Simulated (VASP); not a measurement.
The system is Y2Si3O.

```
Y Si O
1.0
     5.04872    0.00000    0.00000
    -2.52436    4.37232    0.00000
     0.00000    0.00000    5.10618
Y Si O
2 3 1
Direct
  0.33333 0.66667 0.50000
  0.66667 0.33333 0.50000
  0.50000 0.00000 0.00000
  0.00000 0.50000 0.00000
  0.50000 0.50000 0.00000
  0.00000 0.00000 0.00000
```

```yaml
Program: VASP 6.6.1
Task: relaxation of cell and atoms
Functional: PBE
Potentials_or_basis: VASP PAW PBE potentials, release 64 (Y_sv, Si, O)
Cutoff: 600 eV
k_mesh: 6 × 6 × 4
Occupations: gaussian, width 0.1 eV
Spin: no spin polarisation
```

At the start: pressure 7.6 GPa; volume 18.79 Å³/atom.

Task: Where does the relaxation end?

Result: Over 6 steps the energy falls by 147.4 meV/atom and the volume is 22.02 Å³/atom (+17.2 %); space group P6/mmm (No. 191, to 0.05 Å).

Step by step:
```
step  energy change (eV)  largest force (eV/Å)  pressure (GPa)  volume (Å³)
   1              0.0000                0.0000            7.61       112.72
   2             -0.6799                0.0000           -0.44       127.70
   3             -0.7285                0.0000           -3.44       136.20
   4             -0.7339                0.0000           -2.84       134.22
   5             -0.8694                0.0000            0.98       131.48
   6             -0.8842                0.0000            0.03       132.13
```

Final structure:
```
Y Si O
1.0
     5.61452    0.00000    0.00000
    -2.80726    4.86232    0.00000
     0.00000    0.00000    4.83983
Y Si O
2 3 1
Cartesian
  0.0000 3.2415 2.4199
  2.8073 1.6208 2.4199
  2.8073 0.0000 0.0000
  -1.4036 2.4312 0.0000
  1.4036 2.4312 0.0000
  0.0000 0.0000 0.0000
```

Caveat: the volume moved by over 15 % at a fixed basis, so the end points are rough.
